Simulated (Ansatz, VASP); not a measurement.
**Bi: VASP beside Ansatz**

```xyz
2
Lattice="2.2730 1.3123 3.9145 -2.2730 1.3123 3.9145 0.0000 -2.6246 3.9145" Properties=species:S:1:pos:R:3 pbc="T T T"
Bi    0.0000    0.0000    2.7467
Bi    0.0000    0.0000    8.9967
```

Change from the starting cell: zz strain of -1 %.

Alike in both runs: task single point; functional PBEsol; k mesh 10 × 10 × 10; occupations fermi-dirac, width 0.03 eV; no spin polarisation.

|  | VASP | Ansatz |
| --- | --- | --- |
| version | VASP 6.6.1 | Ansatz 0.2.0 |
| potentials or method | VASP PAW PBE potentials, release 64 (Bi_d), cutoff 520 eV | all-electron LAPW, scalar-relativistic |

```csv
,VASP,Ansatz,Ansatz less VASP
pressure (GPa),-0.3,-0.2,+0.07
"traceless stress, the component that is largest in VASP (GPa)",0.18,0.18,-0.004
rms of the force components (eV/Å),0.103,0.100,-0.0030
```

VASP's potentials were made for PBE, not for PBEsol. Atom by atom the forces differ by 0.003 eV/Å (rms over components). Ansatz ran all-electron here, and VASP with PAW potentials.

Neither program's run includes spin-orbit coupling.
